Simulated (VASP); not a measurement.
## Zr3SiO: single point with PBE

The system is Zr3SiO.

```xyz
5
Lattice="3.0584 0.0000 0.0000 0.0000 3.0584 0.0000 0.0000 0.0000 10.1855" Properties=species:S:1:pos:R:3 pbc="T T T"
Zr    0.0000    0.0000    0.0000
Zr    0.0000    0.0000    3.3021
Zr    0.0000    0.0000    6.8835
Si    1.5292    1.5292    5.0928
O     1.5292    1.5292    0.0000
```

The cell was built from a structure type or drawn by symmetry, and may not be a known phase.

* Program: VASP 6.6.1
* Task: single point
* Functional: PBE
* Potentials or basis: VASP PAW PBE potentials, release 64 (Zr_sv, Si, O)
* Cutoff: 520 eV
* k mesh: 12 × 12 × 4
* Occupations: gaussian, width 0.1 eV
* Spin: no spin polarisation

```yaml
Pressure: 0.1 GPa
Largest_force: 0.004 eV/Å
Band_gap_on_the_k_mesh: zero (bands 23 and 24 overlap by 0.78 eV)
```

Forces in eV/Å, atoms in the order of the input:
```
Zr   0.000  0.000  0.000
Zr   0.000  0.000 -0.004
Zr   0.000  0.000  0.004
Si   0.000  0.000  0.000
O    0.000  0.000  0.000
```

Stress tensor (GPa, compression positive):
```
 0.11  0.00  0.00
 0.00  0.11  0.00
 0.00  0.00 -0.01
```

Levels at points of the mesh, in eV from the Fermi level:
| k point | band 20 | band 21 | band 22 | band 23 | band 24 | band 25 | band 26 | band 27 |
| --- | --- | --- | --- | --- | --- | --- | --- | --- |
| (0.00, 0.00, 0.00) | -2.28 | -2.08 | -1.71 | -1.32 | 0.34 | 0.85 | 0.85 | 2.11 |
| (0.50, 0.00, 0.00) | -1.57 | -0.80 | -0.42 | -0.30 | 0.21 | 1.06 | 1.32 | 1.82 |
| (0.50, 0.50, 0.00) | -3.70 | -1.10 | -1.10 | -0.85 | 0.72 | 0.72 | 0.74 | 1.76 |
| (0.00, 0.00, 0.50) | -2.27 | -2.27 | -1.75 | -1.30 | 0.06 | 0.81 | 0.81 | 2.02 |
| (0.50, 0.00, 0.50) | -1.69 | -0.69 | -0.56 | -0.13 | 0.06 | 1.06 | 1.64 | 1.82 |
| (0.50, 0.50, 0.50) | -3.77 | -0.71 | -0.71 | -0.44 | -0.06 | -0.06 | 0.45 | 0.81 |

It took 92 s on 1 thread of Intel(R) Xeon(R) 6975P-C (Granite Rapids), with other jobs on the host, peak memory 0.34 GiB.
